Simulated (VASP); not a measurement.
Set up this calculation in VASP 6.6.1, as the native input.

```yaml
Task: relaxation of cell and atoms
Functional: PBE
Potentials_or_basis: VASP PAW PBE potentials, release 64 (Mo_sv, S)
Cutoff: 600 eV
k_mesh: 4 × 4 × 1
Occupations: gaussian, width 0.1 eV
Spin: no spin polarisation
Dipole_correction: no
Further_INCAR_settings: ALGO = Normal; EDIFF = 1e-06; IBRION = 2; EDIFFG = -0.025; NSW = 80; ISIF = 3
```

The structure of MoS2 lies in POSCAR:

```
MoS2
1.0
    1.6773364825     -2.7783784362     -0.0001471673
   -4.9553684993     -2.7341297642     -0.0224709999
   -0.0664183063     -0.0393578101    -18.7061331967
Mo S
2 4
Direct
   -0.0382968718      0.6435140349      0.9926105877
    0.5194008773      0.2184198136      1.0026854821
    0.4387497325      0.5247647801      0.0846549595
    1.0343575904     -0.0228154058      0.0799946770
    0.4890892037      0.4919814914      0.9201827605
    1.0566994679      0.9774686192      0.9198715331
```

These files were run (other wordings do the same):

INCAR

```
SYSTEM = MoS2
PREC = Accurate
ENCUT = 600
EDIFF = 1E-6
ISMEAR = 0
SIGMA = 0.1
LREAL = .FALSE.
LASPH = .TRUE.
NELM = 80
ALGO = Normal
ISIF = 3
LWAVE = .FALSE.
LCHARG = .FALSE.
GGA = PE
IBRION = 2
NSW = 80
EDIFFG = -0.025
```

KPOINTS

```
regular mesh
0
G
  4 4 1
  0 0 0
```

Potentials or basis: VASP PAW PBE potentials, release 64 (Mo_sv, S).

Run with:

```bash
$ cat potpaw_PBE.64/Mo_sv/POTCAR potpaw_PBE.64/S/POTCAR > POTCAR
$ mpirun -np 1 vasp_std > vasp.out
```

It gave:

```
Relaxed cell                          : a = 3.179 Å, b = 5.519 Å, c = 18.907 Å, α = 91.29°, β = 88.47°, γ = 90.00°
Space group after relaxing (to 0.1 Å) : Cm (No. 8)
Energy gained by relaxing             : 381.8 meV/atom
Ionic steps                           : 20
Largest force after relaxing          : 0.018 eV/Å
Band gap on the k mesh                : 1.85 eV (least direct gap 1.99 eV)
```

Caveat: the k points lie up to 0.49 Å⁻¹ apart in the final cell.

It took 33 min on 1 thread of Intel(R) Xeon(R) Platinum 8559C (Emerald Rapids) (shared host), peak memory 0.56 GiB.
